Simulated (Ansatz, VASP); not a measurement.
**AgCl in VASP and in Ansatz**

INCAR

```
PREC = Accurate
ENCUT = 520
EDIFF = 1E-6
ISMEAR = -1
SIGMA = 0.03
LREAL = F
LASPH = T
NELM = 80
ALGO = Normal
ISIF = 2
LWAVE = F
LCHARG = F
GGA = CA
NBANDS = 16
```

Contents of KPOINTS:

```
Automatic mesh
0
Gamma
  7 7 7
```

File POSCAR:

```
AgCl
1.0
    0.0000000000      2.7350000000      2.7350000000
    2.7350000000      0.0000000000      2.7350000000
    2.7350000000      2.7350000000      0.0000000000
Ag Cl
1 1
Direct
   -0.1050000000     -0.1050000000      0.1050000000
    0.6050000000      0.6050000000      0.3950000000
```

Input for Ansatz:

```yaml
crystal:
  lattice:
    - [0.0, 2.735, 2.735]
    - [2.735, 0.0, 2.735]
    - [2.735, 2.735, 0.0]
  atoms:
    - { symbol: Ag, position: [-0.105, -0.105, 0.105] }
    - { symbol: Cl, position: [0.605, 0.605, 0.395] }
kpoints:
  mp_grid: { grid: [7, 7, 7] }
scf:
  occupations: { method: fermi_dirac, width: 0.03 }
hamiltonian:
  xc: lda
  pseudopotentials: { kind: all_electron, lapw: { basis_error: 0.001 } }
output:
  forces: true
  stress: true
  eigenvalues: true
  populations: true
```

Change from the starting cell: shortest bond scaled by 0.58, LAPW.

Alike in both runs: task single point; functional LDA; k mesh 7 × 7 × 7; occupations fermi-dirac, width 0.03 eV; no spin polarisation.

|  | VASP | Ansatz |
| --- | --- | --- |
| version | VASP 6.6.1 | Ansatz 0.2.0 |
| potentials or method | VASP PAW LDA potentials, release 64 (Ag, Cl), cutoff 520 eV | all-electron LAPW, scalar-relativistic |

|  | VASP | Ansatz | Ansatz less VASP |
| --- | --- | --- | --- |
| gap on the k mesh at the Fermi level (eV) | 1.83 | 1.82 | -0.008 |
| pressure (GPa) | 87.3 | 84.4 | -2.91 |
| traceless stress, the component that is largest in VASP (GPa) | 177.46 | 171.77 | -5.690 |
| rms of the force components (eV/Å) | 24.429 | 23.633 | -0.7957 |

LDA's correlation is that of Perdew and Zunger in VASP and of Perdew and Wang (1992) in Ansatz. Atom by atom the forces differ by 0.796 eV/Å (rms over components). Both programs put the cell under a high pressure, so it lies far from rest at this level. Ansatz ran all-electron here, and VASP with PAW potentials.

Noted on VASP's run: the cell as given lies far from equilibrium.
